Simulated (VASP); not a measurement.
# MgI2 (P-3m1) in VASP: a series of runs

Runs on MgI2. Level: PBE+D3(BJ). Tasks: single point.

All numbers are computed with VASP 6.6.1; they aren't measurements. Logs are shortened: lines on timing, memory, paths and dates and some standing lists are left out, and cuts for length are marked.

### 1 The cell of the first run

The structure is trigonal, space group P-3m1 (No. 164). The conventional cell has a = 4.385 Å, b = 4.385 Å, c = 6.157 Å, α = 90.00°, β = 90.00°, γ = 120.00°. Mg (site symmetry -3m) has 6 I at 2.94 Å within 3.9 Å. Within 3.9 Å of I (site symmetry 3m) lie 3 Mg at 2.94 Å.

### 2 Single point, PBE+D3(BJ)

File INCAR:

```
SYSTEM = MgI2
PREC = Accurate
ENCUT = 520
EDIFF = 1E-6
ISMEAR = 0
SIGMA = 0.05
LREAL = .False.
LASPH = .True.
NELM = 80
ALGO = Normal
ISIF = 2
LWAVE = .False.
LCHARG = .True.
GGA = PE
IVDW = 12
LELF = .True.
LVHAR = .True.
NBANDS = 15
```

File KPOINTS:

```
regular mesh
0
Gamma
  9 9 4
  0 0 0
```

File POSCAR:

```
MgI2
1.0
    4.3849249435      0.0000000000      0.0000000000
   -2.1924624717      3.7974563947      0.0000000000
    0.0000000000      0.0000000000      6.1573900307
Mg I
1 2
Direct
    0.0000000000      0.0000000000      0.0000000000
    0.3333333333      0.6666666667      0.7576300000
    0.6666666667      0.3333333333      0.2423700000
```

Potentials or basis: VASP PAW PBE potentials, release 64 (Mg, I).

Started as:

```sh
$ cat potpaw_PBE.64/Mg/POTCAR potpaw_PBE.64/I/POTCAR > POTCAR
$ mpirun -np 1 vasp_std > vasp.out
```

OUTCAR:

```text
SYSTEM = MgI2
   PREC = Accurate
   ENCUT = 520
   EDIFF = 1E-6
   ISMEAR = 0
   LREAL = .False.
   LASPH = .True.
   NELM = 80
   ISIF = 2
   GGA = PE
   IVDW = 12
 IVDW          = 12

 ion  position               nearest neighbor table
   1  0.000  0.000  0.000-   2 2.94   3 2.94   2 2.94   3 2.94   3 2.94   2 2.94
   2  0.333  0.667  0.758-   1 2.94   1 2.94   1 2.94
   3  0.667  0.333  0.242-   1 2.94   1 2.94   1 2.94

  LATTYP: Found a hexagonal cell.
 ALAT       =     4.3849249435
 C/A-ratio  =     1.4042178851

  Lattice vectors:

 A1 = (   4.3849249435,   0.0000000000,   0.0000000000)
 A2 = (  -2.1924624717,   3.7974563947,   0.0000000000)
 A3 = (   0.0000000000,   0.0000000000,   6.1573900307)

Analysis of symmetry for initial positions (statically):
=====================================================================
 Subroutine PRICEL returns:
 Original cell was already a primitive cell.

 Routine SETGRP: Setting up the symmetry group for a
 hexagonal supercell.

 Subroutine GETGRP returns: Found 12 space group operations
 (whereof 12 operations were pure point group operations)
 out of a pool of 24 trial point group operations.

The static configuration has the point symmetry D_3d.

Analysis of symmetry for dynamics (positions and initial velocities):
=====================================================================
 Subroutine PRICEL returns:
 Original cell was already a primitive cell.

 Routine SETGRP: Setting up the symmetry group for a
 hexagonal supercell.

 Subroutine GETGRP returns: Found 12 space group operations
 (whereof 12 operations were pure point group operations)
 out of a pool of 24 trial point group operations.

The dynamic configuration has the point symmetry D_3d.

 Subroutine INISYM returns: Found 12 space group operations
 (whereof 12 operations are pure point group operations),
 and found     1 'primitive' translations

----------------------------------------------------------------------------------------

                                     Primitive cell

  volume of cell :     102.5302

  direct lattice vectors                    reciprocal lattice vectors
     4.384924943  0.000000000  0.000000000     0.228054075  0.131667081  0.000000000
    -2.192462472  3.797456395  0.000000000     0.000000000  0.263334163  0.000000000
     0.000000000  0.000000000  6.157390031     0.000000000  0.000000000  0.162406473

  length of vectors
     4.384924943  4.384924943  6.157390031     0.263334163  0.263334163  0.162406473

  position of ions in fractional coordinates (direct lattice)
     0.000000000  0.000000000  0.000000000
     0.333333333  0.666666667  0.757630000
     0.666666667  0.333333333  0.242370000

  ion indices of the primitive-cell ions
   primitive index   ion index
                 1           1
                 2           2
                 3           3

----------------------------------------------------------------------------------------

 KPOINTS: regular mesh

Automatic generation of k-mesh.
 Grid dimensions read from file:
 generate k-points for:    9    9    4

 Generating k-lattice:

  Cartesian coordinates                     Fractional coordinates (reciprocal lattice)
     0.025339342  0.014629676  0.000000000     0.111111111 -0.000000000  0.000000000
     0.000000000  0.029259351  0.000000000     0.000000000  0.111111111  0.000000000
     0.000000000  0.000000000  0.040601618     0.000000000  0.000000000  0.250000000

  Length of vectors
     0.029259351  0.029259351  0.040601618

  Shift w.r.t. Gamma in fractional coordinates (k-lattice)
     0.000000000  0.000000000  0.000000000

 Subroutine IBZKPT returns following result:
 ===========================================

 Found     43 irreducible k-points:

 Following reciprocal coordinates:
            Coordinates               Weight
  0.000000  0.000000  0.000000      1.000000
  0.111111  0.000000  0.000000      6.000000
  0.222222  0.000000  0.000000      6.000000
  0.333333  0.000000  0.000000      6.000000
  0.444444  0.000000  0.000000      6.000000
  0.111111  0.111111  0.000000      6.000000
[... 16 lines left out ...]
  0.222222  0.111111  0.250000     12.000000
 -0.111111  0.333333  0.250000     12.000000
 [... further k-points ...]
   k-points           NKPTS =     43   k-points in BZ     NKDIM =     43   number of bands    NBANDS=     15
   number of dos      NEDOS =    301   number of ions     NIONS =      3
   total plane-waves  NPLWV =  62208
   dimension x,y,z NGX =    36 NGY =   36 NGZ =   48
   dimension x,y,z NGXF=    72 NGYF=   72 NGZF=   96
   ions per type =               1   2
   NGX,Y,Z   is equivalent  to a cutoff of  13.65, 13.65, 12.96 a.u.
   NGXF,Y,Z  is equivalent  to a cutoff of  27.30, 27.30, 25.92 a.u.
 SYSTEM =  MgI2
   PREC   = accura    normal or accurate (medium, high low for compatibility)
   ISTART =      0    job   : 0-new  1-cont  2-samecut
   ICHARG =      2    charge: 1-file 2-atom 10-const
   ISPIN  =      1    spin polarized calculation?
   LNONCOLLINEAR =      F non collinear calculations
   LSORBIT =      F    spin-orbit coupling
   LASPH  =      T    aspherical Exc in radial PAW
   ENCUT  =  520.0 eV  38.22 Ry    6.18 a.u.   8.15  8.15 11.45*2*pi/ulx,y,z
   NELM   =     80;   NELMIN=  2; NELMDL= -5     # of ELM steps
   EDIFF  = 0.1E-05   stopping-criterion for ELM
   LREAL  =      F    real-space projection
   EDIFFG = 0.1E-04   stopping-criterion for IOM
   NSW    =      0    number of steps for IOM
   IBRION =     -1    ionic relax: 0-MD 1-quasi-New 2-CG
   NFREE  =      0    steps in history (QN), initial steepest desc. (CG)
   ISIF   =      2    stress and relaxation
   ISYM   =      2    0-nonsym 1-usesym 2-fastsym
   POTIM  = 0.5000    time-step for ionic-motion
   TEBEG  =    0.0;   TEEND  =   0.0 temperature during run
   PSTRESS=    0.0 pullay stress
   NELECT =      16.0000    total number of electrons
   NUPDOWN=      -1.0000    fix difference up-down
   EMIN   =  10.00;   EMAX   =-10.00  energy-range for DOS
   EFERMI =   0.00;   METHOD = LEGACY
   ISMEAR =     0;   SIGMA  =   0.05  broadening in eV -4-tet -1-fermi 0-gaus
   EFERMI_NEDOS =   21; number of points for ismear=-14 and -15
   IALGO  =     38    algorithm
   IMIX   =      4    mixing-type and parameters
     AMIX     =   0.40;   BMIX     =  1.00
     AMIX_MAG =   1.60;   BMIX_MAG =  1.00
  volume/ion in A,a.u.               =      34.18       230.64
  Fermi-wavevector in a.u.,A,eV,Ry     =   0.881382  1.665571 10.569477  0.776835
  Thomas-Fermi vector in A             =   2.001871
   LORBIT       =      0    0 simple, 1 ext, 2 COOP (PROOUT), +10 PAW based schemes
   GGA     = PE    functional components
   LHFCALC =     F    Hartree Fock is set to
   AEXX    =    0.0000 exact exchange contribution
   IVDW    =    12    specifies the selected vdW correction
   LEPSILON=     F    determine dielectric tensor
   LRPA    =     F    only Hartree local field effects (RPA)
 non-spin polarized calculation
 Gauss-broadening in eV      SIGMA  =   0.05
  energy-cutoff  :      520.00
  volume of cell :      102.53
 maximum number of plane-waves:      2784
 NGX is ok and might be reduce to    36

 number of electron      16.0000000 magnetization

 Free energy of the ion-electron system (eV)
  ---------------------------------------------------
  ext. energy  EPLUGINS =         0.00000000
  ---------------------------------------------------
  free energy    TOTEN  =        -7.53282302 eV

  energy without entropy =       -7.53282302  energy(sigma->0) =       -7.53282302

 E-fermi :   3.1912     XC(G=0):  -8.2300

 val. band max:        2.9560854224   @ k =   0.0000   0.0000   0.0000
 cond. band min:       5.5786441157   @ k =   0.0000   0.0000   0.0000
 fundamental gap:      2.6225586933
 Fermi energy:         3.1912166619

 k-point     1 :       0.0000    0.0000    0.0000
  band No.  band energies     occupation
      1      -9.7195      2.00000
      2      -8.7081      2.00000
      3      -0.9424      2.00000
      4       1.3647      2.00000
      5       1.3647      2.00000
      6       1.9624      2.00000
      7       1.9624      2.00000
      8       2.9561      2.00000
      9       5.5786      0.00000
     10       6.6021      0.00000
     11       8.5221      0.00000
     12       8.5221      0.00000
     13      10.2556      0.00000
     14      10.2556      0.00000
     15      10.7210      0.00000

 k-point     2 :       0.1111    0.0000    0.0000
  band No.  band energies     occupation
      1      -9.6646      2.00000
      2      -8.7001      2.00000
      3      -0.8658      2.00000
      4       0.9768      2.00000
      5       1.2079      2.00000
      6       1.6293      2.00000
      7       2.0061      2.00000
      8       2.8570      2.00000
      9       6.0812      0.00000
     10       6.9884      0.00000
     11       8.1864      0.00000
     12       8.6974      0.00000
     13       9.8484      0.00000
     14      10.3802      0.00000
     15      10.7137      0.00000

 k-point     3 :       0.2222    0.0000    0.0000
  band No.  band energies     occupation
      1      -9.5125      2.00000
      2      -8.6885      2.00000
      3      -0.6809      2.00000
      4       0.2022      2.00000
      5       0.9138      2.00000
      6       1.0461      2.00000
      7       2.0217      2.00000
      8       2.5605      2.00000
      9       6.5126      0.00000
     10       7.5133      0.00000
     11       8.5606      0.00000
     12       9.0697      0.00000
     13       9.3929      0.00000
     14       9.9036      0.00000
     15      10.5557      0.00000
[... 343 lines left out ...]
 k-point    23 :       0.2222    0.1111    0.2500
  band No.  band energies     occupation
      1      -9.3056      2.00000
      2      -8.7808      2.00000
      3      -0.7917      2.00000
      4       0.1010      2.00000
      5       0.5399      2.00000
      6       1.1196      2.00000
      7       1.5767      2.00000
      8       2.3561      2.00000
      9       6.3453      0.00000
     10       8.2206      0.00000
     11       8.8398      0.00000
     12       9.0503      0.00000
     13       9.5996      0.00000
     14      10.2187      0.00000
     15      10.9859      0.00000

 k-point    24 :      -0.1111    0.3333    0.2500
  band No.  band energies     occupation
      1      -9.3042      2.00000
      2      -8.7827      2.00000
      3      -0.5731      2.00000
      4      -0.3069      2.00000
      5       0.7217      2.00000
      6       1.0866      2.00000
      7       1.6332      2.00000
      8       2.3370      2.00000
      9       6.6853      0.00000
     10       7.7986      0.00000
     11       8.3518      0.00000
     12       9.2261      0.00000
     13       9.7414      0.00000
     14      10.1670      0.00000
     15      10.9227      0.00000

 [... further k-points ...]

------------------------ aborting loop because EDIFF is reached ----------------------------------------

 Edisp (eV)   -0.92035

 E8    (eV) :    -0.4104

  FORCE on cell =-STRESS in cart. coord.  units (eV):
  Direction    XX          YY          ZZ          XY          YZ          ZX
  --------------------------------------------------------------------------------------
  -------------------------------------------------------------------------------------
  Total      -1.14629    -1.14629     1.53749    -0.00000     0.00000     0.00000
  in kB     -17.91244   -17.91244    24.02536    -0.00000     0.00000     0.00000
  external pressure =       -3.93 kB  Pullay stress =        0.00 kB

 VOLUME and BASIS-vectors are now :
 -----------------------------------------------------------------------------
  energy-cutoff  :      520.00
  volume of cell :      102.53
      direct lattice vectors                 reciprocal lattice vectors
     4.384924943  0.000000000  0.000000000     0.228054075  0.131667081  0.000000000
    -2.192462472  3.797456395  0.000000000     0.000000000  0.263334163  0.000000000
     0.000000000  0.000000000  6.157390031     0.000000000  0.000000000  0.162406473

 POSITION                                       TOTAL-FORCE (eV/Angst)
 -----------------------------------------------------------------------------------
      0.00000      0.00000      0.00000         0.000000      0.000000      0.000000
     -0.00000      2.53164      4.66502         0.000000     -0.000000     -0.325049
      2.19246      1.26582      1.49237        -0.000000      0.000000      0.325049
 -----------------------------------------------------------------------------------
    total drift:                               -0.000000      0.000000      0.000000

  FREE ENERGIE OF THE ION-ELECTRON SYSTEM (eV)
  ---------------------------------------------------
  free  energy   TOTEN  =        -8.4531761949 eV

  energy  without entropy=       -8.4531761949  energy(sigma->0) =       -8.45317619
```

It took 30 s on 1 thread of Intel Xeon Platinum 8488C (Sapphire Rapids), shared host; peak memory 0.28 GiB.

What came out:

* Free energy: -8.4532 eV
* Pressure: -0.4 GPa
* Largest force: 0.325 eV/Å
* Band gap on the k mesh: 2.62 eV, direct
* Dispersion energy per atom: -0.307 eV

Forces on the atoms (eV/Å):
```
Mg   0.000  0.000  0.000
I    0.000  0.000 -0.325
I    0.000  0.000  0.325
```

Caveat: spin-orbit coupling is left out, which moves the levels of the heavy elements.

### 3 Single point, PBE+D3(BJ)

This run uses another cell than the first one, of the same volume but with other edges.

File INCAR:

```
SYSTEM = MgI2
  PREC = Accurate
  ENCUT = 520
  EDIFF = 1E-6
  ISMEAR = 0
  SIGMA = 0.05
  LREAL = .FALSE.
  LASPH = .TRUE.
  NELM = 100
  ALGO = Normal
  ISIF = 2
  LWAVE = .FALSE.
  LCHARG = .FALSE.
  GGA = PE
  IVDW = 12
  NBANDS = 15
```

File KPOINTS:

```
Automatic mesh
0
G
  9 9 4
  0 0 0
```

File POSCAR:

```
MgI2
1.0
    3.9087814674      0.0000000000      0.0000000000
   -1.9543907337      3.3851040486      0.0000000000
    0.0000000000      0.0000000000      7.7488670762
Mg I
1 2
Direct
    0.0000000000      0.0000000000      0.0000000000
    0.3333333333      0.6666666667      0.7576300000
    0.6666666667      0.3333333333      0.2423700000
```

Potentials or basis: VASP PAW PBE potentials, release 64 (Mg, I).

Started as:

```sh
$ cat potpaw_PBE.64/Mg/POTCAR potpaw_PBE.64/I/POTCAR > POTCAR
$ mpirun -np 1 vasp_std > vasp.out
```

Wall time 33 s (1 thread of Intel Xeon Platinum 8488C (Sapphire Rapids), shared host); peak memory 0.26 GiB.

The run converged. Its results:

```yaml
Free_energy: -8.3987 eV
Pressure: 0.1 GPa
Largest_force: 0.568 eV/Å
Band_gap_on_the_k_mesh: 2.96 eV, indirect (least direct gap 3.11 eV)
Dispersion_energy_per_atom: -0.311 eV
```

Forces on the atoms (eV/Å):
```
Mg   0.000  0.000  0.000
I    0.000  0.000  0.568
I    0.000  0.000 -0.568
```

Stress tensor (GPa, compression positive):
```
 2.34  0.00  0.00
 0.00  2.34  0.00
 0.00  0.00 -4.37
```

Levels at points of the mesh, in eV from the valence-band top:
| k point | band 5 | band 6 | band 7 | band 8 | band 9 | band 10 | band 11 | band 12 |
| --- | --- | --- | --- | --- | --- | --- | --- | --- |
| (0.00, 0.00, 0.00) | -0.21 | -0.21 | 0.00 | 0.00 | 3.11 | 5.12 | 6.31 | 7.04 |
| (0.00, 0.00, 0.50) | -0.17 | -0.17 | -0.04 | -0.04 | 4.48 | 5.06 | 6.60 | 6.96 |

Caveat: spin-orbit coupling is left out, which moves the levels of the heavy elements.
